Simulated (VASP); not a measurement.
# TaVN2 (P4/mmm) in VASP: settings compared

The runs below take TaVN2 through single point, relaxation of cell and atoms, with r2SCAN, PBEsol.

Program: VASP 6.6.1. These are calculated values, not measurements. Logs are shortened: lines on timing, memory, paths and dates and some standing lists are left out, and cuts for length are marked.

## (1) The cell of the first run

Symmetry: P4/mmm, No. 123, tetragonal system. Conventional cell: a = 3.029 Å, b = 3.029 Å, c = 4.267 Å, α = 90.00°, β = 90.00°, γ = 90.00°. Ta (site symmetry 4/mmm) has 6 N at 2.13 to 2.14 Å within 2.8 Å. V (site symmetry 4/mmm) has 6 N at 2.13 to 2.14 Å within 2.8 Å. N (site symmetry 4/mmm) has 2 V at 2.13 Å and 4 Ta at 2.14 Å within 2.8 Å. N (site symmetry 4/mmm) has 2 Ta at 2.13 Å and 4 V at 2.14 Å within 2.8 Å.

## (2) Single point, r2SCAN, collinear spin, ferromagnetic start

The input, POSCAR:

```
TaVN2
1.0
    3.0293974772      0.0000000000      0.0000000000
    0.0000000000      3.0293974772      0.0000000000
    0.0000000000      0.0000000000      4.2672285004
Ta V N
1 1 2
Direct
    0.0000000000      0.0000000000      0.0000000000
    0.5000000000      0.5000000000      0.5000000000
    0.5000000000      0.5000000000      0.0000000000
    0.0000000000      0.0000000000      0.5000000000
```

The input, INCAR.step1:

```
PREC = Accurate
ENCUT = 520
ISMEAR = -1
SIGMA = 0.05
LREAL = False
LASPH = True
NELM = 150
ISPIN = 2
MAGMOM = 0 2 0 0
LMAXMIX = 4
NBANDS = 29
GGA = PE
ALGO = Normal
EDIFF = 1E-4
LWAVE = True
LCHARG = False
```

The input, INCAR.step2:

```
PREC = Accurate
ENCUT = 520
EDIFF = 1E-7
ISMEAR = -1
SIGMA = 0.05
LREAL = False
LASPH = True
NELM = 150
ALGO = Normal
ISIF = 2
LWAVE = False
LCHARG = True
ISPIN = 2
MAGMOM = 0 2 0 0
LORBIT = 11
LMAXMIX = 4
METAGGA = R2SCAN
LMIXTAU = True
LELF = True
LVHAR = True
NBANDS = 29
ISTART = 1
```

The input, KPOINTS:

```
regular mesh
0
Gamma
  9 9 6
```

Potentials or basis: VASP PAW PBE potentials, release 64 (Ta_pv, V_sv, N).

Run with:

```console
cat potpaw_PBE.64/Ta_pv/POTCAR potpaw_PBE.64/V_sv/POTCAR potpaw_PBE.64/N/POTCAR > POTCAR
cp INCAR.step1 INCAR
mpirun -np 1 vasp_std > vasp.out
cp INCAR.step2 INCAR
mpirun -np 1 vasp_std > vasp.out
```

OUTCAR:

```text
PREC = Accurate
   ENCUT = 520
   EDIFF = 1E-7
   ISMEAR = -1
   LREAL = False
   LASPH = True
   NELM = 150
   ISIF = 2
   ISPIN = 2
   LORBIT = 11
   METAGGA = R2SCAN
   ISTART = 1

 ion  position               nearest neighbor table
   1  0.000  0.000  0.000-   4 2.13   4 2.13   3 2.14   3 2.14   3 2.14   3 2.14   2 3.02   2 3.02
                             2 3.02   2 3.02   2 3.02   2 3.02   2 3.02   2 3.02
   2  0.500  0.500  0.500-   3 2.13   3 2.13   4 2.14   4 2.14   4 2.14   4 2.14   1 3.02   1 3.02
                             1 3.02   1 3.02   1 3.02   1 3.02   1 3.02   1 3.02
   3  0.500  0.500  0.000-   2 2.13   2 2.13   1 2.14   1 2.14   1 2.14   1 2.14
   4  0.000  0.000  0.500-   1 2.13   1 2.13   2 2.14   2 2.14   2 2.14   2 2.14

  LATTYP: Found a simple tetragonal cell.
 ALAT       =     3.0293974772
 C/A-ratio  =     1.4086063425

  Lattice vectors:

 A1 = (   3.0293974772,   0.0000000000,   0.0000000000)
 A2 = (   0.0000000000,   3.0293974772,   0.0000000000)
 A3 = (   0.0000000000,   0.0000000000,   4.2672285004)

Analysis of symmetry for initial positions (statically):
=====================================================================
 Subroutine PRICEL returns:
 Original cell was already a primitive cell.

 Routine SETGRP: Setting up the symmetry group for a
 simple tetragonal supercell.

 Subroutine GETGRP returns: Found 16 space group operations
 (whereof 16 operations were pure point group operations)
 out of a pool of 16 trial point group operations.

The static configuration has the point symmetry D_4h.

Analysis of symmetry for dynamics (positions and initial velocities):
=====================================================================
 Subroutine PRICEL returns:
 Original cell was already a primitive cell.

 Routine SETGRP: Setting up the symmetry group for a
 simple tetragonal supercell.

 Subroutine GETGRP returns: Found 16 space group operations
 (whereof 16 operations were pure point group operations)
 out of a pool of 16 trial point group operations.

The dynamic configuration has the point symmetry D_4h.

Analysis of structural, dynamic, and magnetic symmetry:
=====================================================================
 Subroutine PRICEL returns:
 Original cell was already a primitive cell.

 Routine SETGRP: Setting up the symmetry group for a
 simple tetragonal supercell.

 Subroutine GETGRP returns: Found 16 space group operations
 (whereof 16 operations were pure point group operations)
 out of a pool of 16 trial point group operations.

The overall configuration has the point symmetry D_4h.

 Subroutine INISYM returns: Found 16 space group operations
 (whereof 16 operations are pure point group operations),
 and found     1 'primitive' translations

----------------------------------------------------------------------------------------

                                     Primitive cell

  volume of cell :      39.1614

  direct lattice vectors                    reciprocal lattice vectors
     3.029397477  0.000000000  0.000000000     0.330098644  0.000000000  0.000000000
     0.000000000  3.029397477  0.000000000     0.000000000  0.330098644  0.000000000
     0.000000000  0.000000000  4.267228500     0.000000000  0.000000000  0.234344142

  length of vectors
     3.029397477  3.029397477  4.267228500     0.330098644  0.330098644  0.234344142

  position of ions in fractional coordinates (direct lattice)
     0.000000000  0.000000000  0.000000000
     0.500000000  0.500000000  0.500000000
     0.500000000  0.500000000  0.000000000
     0.000000000  0.000000000  0.500000000

  ion indices of the primitive-cell ions
   primitive index   ion index
                 1           1
                 2           2
                 3           3
                 4           4

----------------------------------------------------------------------------------------

 KPOINTS: regular mesh

Automatic generation of k-mesh.
 Grid dimensions read from file:
 generate k-points for:    9    9    6

 Generating k-lattice:

[... 43 lines left out ...]
   METAGGA = R2SCAN    functional components
   LHFCALC =     F    Hartree Fock is set to
   AEXX    =    0.0000 exact exchange contribution
   IVDW    =     0    specifies the selected vdW correction
   LEPSILON=     F    determine dielectric tensor
   LRPA    =     F    only Hartree local field effects (RPA)
 spin polarized calculation
  energy-cutoff  :      520.00
  volume of cell :       39.16
 maximum number of plane-waves:      1064
 NGX is ok and might be reduce to    24
   NGX = 11   NGY = 11   NGZ = 15

 number of electron      33.9999986 magnetization       1.8520116

 Free energy of the ion-electron system (eV)
  ---------------------------------------------------
  ext. energy  EPLUGINS =         0.00000000
  ---------------------------------------------------
  free energy    TOTEN  =       -85.69948130 eV

  energy without entropy =      -85.68410810  energy(sigma->0) =      -85.69179470

 E-fermi :  10.4444     XC(G=0): -14.3359

 val. band max:       10.4383766962   @ k =   0.4444   0.1111   0.1667
 cond. band min:      10.4560756297   @ k =   0.4444   0.1111   0.0000
 fundamental gap:      0.0176989335
 Fermi energy:        10.4443732252

 spin component 1

 k-point     1 :       0.0000    0.0000    0.0000
  band No.  band energies     occupation
      1     -57.6243      1.00000
      2     -30.4659      1.00000
      3     -30.4002      1.00000
      4     -30.4002      1.00000
      5     -26.8942      1.00000
      6     -26.7657      1.00000
[... 757 lines left out ...]
     28      19.7603      0.00000
     29      22.5248      0.00000

 [... further k-points ...]

 spin component 2

 k-point     1 :       0.0000    0.0000    0.0000
  band No.  band energies     occupation
      1     -55.4115      1.00000
      2     -28.2132      1.00000
      3     -28.2132      1.00000
      4     -28.1677      1.00000
      5     -27.0162      1.00000
      6     -26.8274      1.00000
[... 757 lines left out ...]
     28      19.9456      0.00000
     29      22.8939      0.00000

 [... further k-points ...]

------------------------ aborting loop because EDIFF is reached ----------------------------------------

  FORCE on cell =-STRESS in cart. coord.  units (eV):
  Direction    XX          YY          ZZ          XY          YZ          ZX
  --------------------------------------------------------------------------------------
  -------------------------------------------------------------------------------------
  Total        2.2179234      2.2179234      1.9328132      0.0000000      0.0000000      0.0000000
  in kB       90.7399866     90.7399866     79.0755166      0.0000000      0.0000000      0.0000000
  external PRESSURE =      86.8518299 kB  Pullay stress =       0.0000000 kB

 VOLUME and BASIS-vectors are now :
 -----------------------------------------------------------------------------
  energy-cutoff  :      520.00
  volume of cell :       39.16
      direct lattice vectors                 reciprocal lattice vectors
     3.029397477  0.000000000  0.000000000     0.330098644  0.000000000  0.000000000
     0.000000000  3.029397477  0.000000000     0.000000000  0.330098644  0.000000000
     0.000000000  0.000000000  4.267228500     0.000000000  0.000000000  0.234344142

 POSITION                                       TOTAL-FORCE (eV/Angst)
 -----------------------------------------------------------------------------------
      0.00000      0.00000      0.00000         0.000000      0.000000      0.000000
      1.51470      1.51470      2.13361         0.000000      0.000000      0.000000
      1.51470      1.51470      0.00000         0.000000      0.000000      0.000000
      0.00000      0.00000      2.13361         0.000000      0.000000      0.000000
 -----------------------------------------------------------------------------------
    total drift:                                0.000000     -0.000000     -0.000000

  FREE ENERGIE OF THE ION-ELECTRON SYSTEM (eV)
  ---------------------------------------------------
  free  energy   TOTEN  =       -85.6994813003 eV

  energy  without entropy=      -85.6841081029  energy(sigma->0) =      -85.69179470

 total charge

# of ion       s       p       d       tot
------------------------------------------
    1        0.316   6.279   2.397   8.992
    2        2.194   6.215   3.183  11.592
    3        1.247   2.596   0.000   3.842
    4        1.244   2.562   0.000   3.806
--------------------------------------------------
tot          5.001  17.651   5.580  28.232

 magnetization (x)

# of ion       s       p       d       tot
------------------------------------------
    1        0.002  -0.004  -0.121  -0.123
    2        0.015   0.011   1.772   1.798
    3        0.001   0.028   0.000   0.030
    4        0.002   0.038   0.000   0.040
--------------------------------------------------
tot          0.020   0.073   1.651   1.745
```

Wall time 12 min (1 thread of Intel Xeon 8259CL, shared host); peak memory 0.26 GiB.

What came out:

```
Free energy                                           : -85.6995 eV
Pressure                                              : 8.7 GPa
Net moment                                            : 1.85 μB per cell
Site moments                                          : Ta -0.12; V +1.80; N +0.03, +0.04 μB
Valence electrons inside the program's atomic spheres : Ta 8.99; V 11.59; N 3.84, 3.81
```

Stress tensor (GPa, compression positive):
```
9.07 0.00 0.00
0.00 9.07 0.00
0.00 0.00 7.91
```

Levels at points of the mesh, in eV from the Fermi level:
Spin up:
```
           k point  band 15  band 16  band 17  band 18  band 19  band 20  band 21  band 22
(0.00, 0.00, 0.00)    -3.08    -3.08    -2.17    -2.17    -2.09    -0.01     0.16     1.82
(0.00, 0.00, 0.50)    -4.31    -4.23    -3.19    -0.25    -0.25     0.31     1.42     2.53
```
Spin down:
| k point | band 13 | band 14 | band 15 | band 16 | band 17 | band 18 | band 19 | band 20 |
| --- | --- | --- | --- | --- | --- | --- | --- | --- |
| (0.00, 0.00, 0.00) | -4.36 | -3.03 | -3.03 | -3.00 | -0.81 | -0.81 | -0.14 | 0.62 |
| (0.00, 0.00, 0.50) | -4.41 | -4.34 | -4.34 | -4.23 | -1.02 | 1.28 | 1.35 | 2.56 |

Caveat: the cell stands under pressure; the PAW data sets were made with another functional, which shifts forces and pressure a little; spin-orbit coupling is left out, which moves the levels of the heavy elements. With open d or f shells a metallic result of r2SCAN can be an artefact of self-interaction; +U or a hybrid may open a gap.

## (3) Single point, r2SCAN, collinear spin, ferromagnetic start

This run uses another cell than the first one, of 10.59 Å³/atom.

The input, POSCAR:

```
TaVN2
1.0
    3.1096834999      0.0000000000      0.0000000000
    0.0000000000      3.1096834999      0.0000000000
    0.0000000000      0.0000000000      4.3803199011
Ta V N
1 1 2
Direct
    0.0000000000      0.0000000000      0.0000000000
    0.5000000000      0.5000000000      0.5000000000
    0.5000000000      0.5000000000      0.0000000000
    0.0000000000      0.0000000000      0.5000000000
```

The input, INCAR.step1:

```
  PREC = Accurate
  ENCUT = 520
  ISMEAR = -1
  SIGMA = 0.05
  LREAL = False
  LASPH = True
  NELM = 150
  ISPIN = 2
  MAGMOM = 0 2 0 0
  LMAXMIX = 4
  NBANDS = 29
  GGA = PE
  ALGO = Normal
  EDIFF = 1E-4
  LWAVE = True
  LCHARG = False
```

The input, INCAR.step2:

```
  PREC = Accurate
  ENCUT = 520
  EDIFF = 1E-7
  ISMEAR = -1
  SIGMA = 0.05
  LREAL = False
  LASPH = True
  NELM = 150
  ALGO = Normal
  ISIF = 2
  LWAVE = False
  LCHARG = False
  ISPIN = 2
  MAGMOM = 0 2 0 0
  LORBIT = 11
  LMAXMIX = 4
  METAGGA = R2SCAN
  LMIXTAU = True
  NBANDS = 29
  ISTART = 1
```

The input, KPOINTS:

```
Automatic mesh
0
Gamma
  9 9 6
```

Potentials or basis: VASP PAW PBE potentials, release 64 (Ta_pv, V_sv, N).

Run with:

```console
cat potpaw_PBE.64/Ta_pv/POTCAR potpaw_PBE.64/V_sv/POTCAR potpaw_PBE.64/N/POTCAR > POTCAR
cp INCAR.step1 INCAR
mpirun -np 1 vasp_std > vasp.out
cp INCAR.step2 INCAR
mpirun -np 1 vasp_std > vasp.out
```

Wall time 3.8 min (1 thread of Intel Xeon 6975P-C (Granite Rapids), shared host); peak memory 0.26 GiB.

Results (log left out):

| Quantity | Value |
| --- | --- |
| Free energy | -85.6486 eV |
| Pressure | -13.0 GPa |
| Net moment | 2.16 μB per cell |
| Site moments | Ta -0.11; V +2.06; N +0.02, +0.04 μB |
| Valence electrons inside the program's atomic spheres | Ta 8.81; V 11.47; N 3.78, 3.75 |

Stress tensor (GPa, compression positive):
```
-11.08   0.00   0.00
  0.00 -11.08   0.00
  0.00   0.00 -16.91
```

Levels at points of the mesh, in eV from the Fermi level:
Spin up:
| k point | band 16 | band 17 | band 18 | band 19 | band 20 | band 21 |
| --- | --- | --- | --- | --- | --- | --- |
| (0.00, 0.00, 0.00) | -2.76 | -1.95 | -1.92 | -1.92 | 0.26 | 0.27 |
| (0.00, 0.00, 0.50) | -3.83 | -2.91 | -0.21 | -0.21 | 0.66 | 1.25 |
Spin down:
| k point | band 13 | band 14 | band 15 | band 16 | band 17 | band 18 | band 19 | band 20 |
| --- | --- | --- | --- | --- | --- | --- | --- | --- |
| (0.00, 0.00, 0.00) | -4.13 | -2.76 | -2.71 | -2.71 | -0.55 | -0.55 | 0.58 | 0.76 |
| (0.00, 0.00, 0.50) | -4.15 | -3.92 | -3.92 | -3.83 | -0.15 | 1.18 | 1.69 | 2.32 |

Caveat: the stress differs along the axes, from -17 to -11 GPa; the PAW data sets were made with another functional, which shifts forces and pressure a little; spin-orbit coupling is left out, which moves the levels of the heavy elements. With open d or f shells a metallic result of r2SCAN can be an artefact of self-interaction; +U or a hybrid may open a gap.

## (4) Relaxation of cell and atoms, PBEsol, collinear spin, ferromagnetic start

This run uses another cell than the first one, of 9.99 Å³/atom.

The input, INCAR:

```
SYSTEM = TaVN2
PREC = Accurate
ENCUT = 600
EDIFF = 1E-7
ISMEAR = -1
SIGMA = 0.05
LREAL = .FALSE.
LASPH = .TRUE.
NELM = 150
ALGO = Normal
ISIF = 3
LWAVE = .FALSE.
LCHARG = .FALSE.
ISPIN = 2
MAGMOM = 0 2 0 0
LORBIT = 11
LMAXMIX = 4
GGA = PS
IBRION = 2
NSW = 60
EDIFFG = -0.01
```

The input, KPOINTS:

```
regular mesh
0
G
  9 9 6
  0 0 0
```

The input, POSCAR:

```
TaVN2
1.0
    3.0498670000      0.0000000000      0.0000000000
    0.0000000000      3.0498670000      0.0000000000
    0.0000000000      0.0000000000      4.2960620000
Ta V N
1 1 2
Direct
    0.0000000000      0.0000000000      0.0000000000
    0.5000000000      0.5000000000      0.5000000000
    0.5000000000      0.5000000000      0.0000000000
    0.0000000000      0.0000000000      0.5000000000
```

Run with:

```console
cat potpaw_PBE.64/Ta_pv/POTCAR potpaw_PBE.64/V_sv/POTCAR potpaw_PBE.64/N/POTCAR > POTCAR
mpirun -np 1 vasp_std > vasp.out
```

Run time: 14 min. Hardware: 1 thread of Intel Xeon Platinum 8259CL at 2.50GHz (Skylake/Cascade Lake), shared host; peak memory 0.26 GiB.

Results (log left out):

| Property | Result |
| --- | --- |
| Free energy | -43.8339 eV |
| Relaxed volume | 9.62 Å³/atom |
| Relaxed cell | a = 3.016 Å, b = 3.016 Å, c = 4.231 Å, α = 90.00°, β = 90.00°, γ = 90.00° |
| Space group after relaxing (to 0.1 Å) | P4/mmm (No. 123) |
| Energy gained by relaxing | 14.5 meV/atom |
| Ionic steps | 9 |
| Pressure after relaxing | 0.0 GPa |
| Band gap on the k mesh | zero (filled and empty bands overlap) |
| Net moment | 0.00 μB per cell |
| Valence electrons inside the program's atomic spheres | Ta 9.05; V 11.63; N 3.77, 3.73 |

The path:
| step | energy change (eV) | largest force (eV/Å) | pressure (GPa) | volume (Å³) |
| --- | --- | --- | --- | --- |
| 1 | 0.0000 | 0.0000 | -12.00 | 39.96 |
| 2 | 0.1789 | 0.0000 | 29.81 | 35.79 |
| 3 | -0.0577 | 0.0000 | -0.25 | 38.52 |
| 4 | -0.0577 | 0.0000 | -0.01 | 38.49 |
| 5 | -0.0577 | 0.0000 | 0.25 | 38.46 |
| 6 | -0.0577 | 0.0000 | -0.40 | 38.54 |
| 7 | -0.0578 | 0.0000 | -0.11 | 38.50 |
| 8 | -0.0578 | 0.0000 | 0.12 | 38.48 |
| 9 | -0.0578 | 0.0000 | 0.00 | 38.49 |

Final structure:
```cif
data_structure
_symmetry_space_group_name_H-M 'P 1'
_symmetry_Int_Tables_number 1
_cell_length_a 3.0163
_cell_length_b 3.0163
_cell_length_c 4.2310
_cell_angle_alpha 90.000
_cell_angle_beta 90.000
_cell_angle_gamma 90.000
_cell_volume 38.49
loop_
_atom_site_label
_atom_site_type_symbol
_atom_site_fract_x
_atom_site_fract_y
_atom_site_fract_z
_atom_site_occupancy
Ta1 Ta 0.00000 0.00000 0.00000 1
V1 V 0.50000 0.50000 0.50000 1
N1 N 0.50000 0.50000 0.00000 1
N2 N 0.00000 0.00000 0.50000 1
```

Levels at points of the mesh, in eV from the Fermi level:
Spin up:
```tsv
k point	band 15	band 16	band 17	band 18	band 19	band 20
(0.00, 0.00, 0.00)	-2.94	-2.90	-1.65	-1.65	-1.54	-0.29
(0.00, 0.00, 0.50)	-4.27	-4.17	-2.64	-0.02	0.66	0.66
```
Spin down:
```tsv
k point	band 13	band 14	band 15	band 16	band 17	band 18	band 19	band 20	band 21	band 22
(0.00, 0.00, 0.00)	-4.15	-2.94	-2.94	-2.90	-1.65	-1.65	-1.54	-0.29	-0.17	1.80
(0.00, 0.00, 0.50)	-4.33	-4.27	-4.27	-4.17	-2.64	-0.02	0.66	0.66	1.44	2.14
```

Caveat: the moments typed at the start vanished in this run; the PAW data sets were made with another functional, which shifts forces and pressure a little; spin-orbit coupling is left out, which moves the levels of the heavy elements.

## (5) Overview

| task | level | cell | cutoff (eV) | gap on the mesh (eV) | pressure (GPa) | moment (μB) |
| --- | --- | --- | --- | --- | --- | --- |
| single point | r2SCAN | a = 3.029, b = 3.029, c = 4.267 Å, 4 atoms | 520 | none | 8.7 | 1.85 |
| single point | r2SCAN | a = 3.110, b = 3.110, c = 4.380 Å, 4 atoms | 520 | none | -13.0 | 2.16 |
| relaxation of cell and atoms | PBEsol | relaxed from a = 3.050, b = 3.050, c = 4.296 Å, 4 atoms | 600 | none | 0.0 | 0.00 |

Alike in all rows: potentials or basis VASP PAW PBE potentials, release 64 (Ta_pv, V_sv, N); spin collinear, ferromagnetic start; k mesh 9 × 9 × 6; smearing fermi-dirac 0.05 eV.

Caveats: the PAW data sets were made with another functional, which shifts forces and pressure a little; spin-orbit coupling is left out, which moves the levels of the heavy elements; the cell stands under pressure (at least some runs); the stress differs along the axes, from -17 to -11 GPa (at least some runs); the moments typed at the start vanished in this run (at least some runs).

Total energies depend on the potentials used, so only differences within one code and one set of settings carry meaning.

The gap in the log of VASP goes by the Fermi energy; the results here count the filled bands.